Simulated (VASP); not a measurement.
HfGe3W2: single point with PBE

HfGe3W2:

```xyz
6
Lattice="2.6227 -4.5585 0.0000 2.6227 4.5585 0.0000 0.0000 0.0000 4.4310" Properties=species:S:1:pos:R:3 pbc="T T T"
Hf    2.6227    0.0000    0.0000
Ge    2.6227    2.9895    0.0000
Ge    2.6227   -2.9895    0.0000
Ge    0.0000    0.0000    2.2155
W     1.3113    2.2793    2.2155
W     1.3113   -2.2793    2.2155
```

The cell was built from a structure type or drawn by symmetry, and may not be a known phase.

```
Program                : VASP 6.6.1
Task                   : single point
Functional             : PBE
Potentials or basis    : VASP PAW PBE potentials, release 64 (Hf_pv, Ge_d, W_sv)
Cutoff                 : 520 eV
k mesh                 : 4 × 4 × 4
Occupations            : gaussian, width 0.1 eV
Spin                   : no spin polarisation
Dipole correction      : no
Further INCAR settings : ALGO = Normal; EDIFF = 1e-07; NBANDS = 49
```

| Item | Value |
| --- | --- |
| Pressure | 0.0 GPa |
| Largest force | 0.011 eV/Å |
| Band gap on the k mesh | zero (bands 40 and 41 overlap by 0.61 eV) |

Forces on the atoms (eV/Å):
```
Hf   0.000  0.000  0.000
Ge   0.000  0.011  0.000
Ge   0.000 -0.011  0.000
Ge   0.000  0.000  0.000
W    0.000  0.000  0.000
W    0.000  0.000  0.000
```

Stress tensor (GPa, compression positive):
```
 0.06  0.00  0.00
 0.00 -0.12  0.00
 0.00  0.00  0.12
```

Levels at points of the mesh, in eV from the Fermi level:
```
           k point  band 38  band 39  band 40  band 41  band 42  band 43
(0.00, 0.00, 0.00)    -1.64    -1.26    -0.04     1.31     1.83     2.25
(0.50, 0.00, 0.00)    -1.32    -0.98    -0.67     0.45     0.74     1.48
(0.50, 0.50, 0.00)    -1.56    -0.80    -0.62     0.00     0.49     1.70
(0.00, 0.00, 0.50)    -2.27    -0.52    -0.46     0.22     1.34     1.48
(0.50, 0.00, 0.50)    -1.51    -0.78    -0.69     0.34     0.49     0.70
(0.50, 0.50, 0.50)    -0.69    -0.35    -0.23     1.20     1.21     1.83
```

Run time: 3.4 min on 1 thread of Intel Xeon 8259CL, on a shared host, peak memory 0.28 GiB.

Caveat: spin-orbit coupling is left out, which moves the levels of the heavy elements.
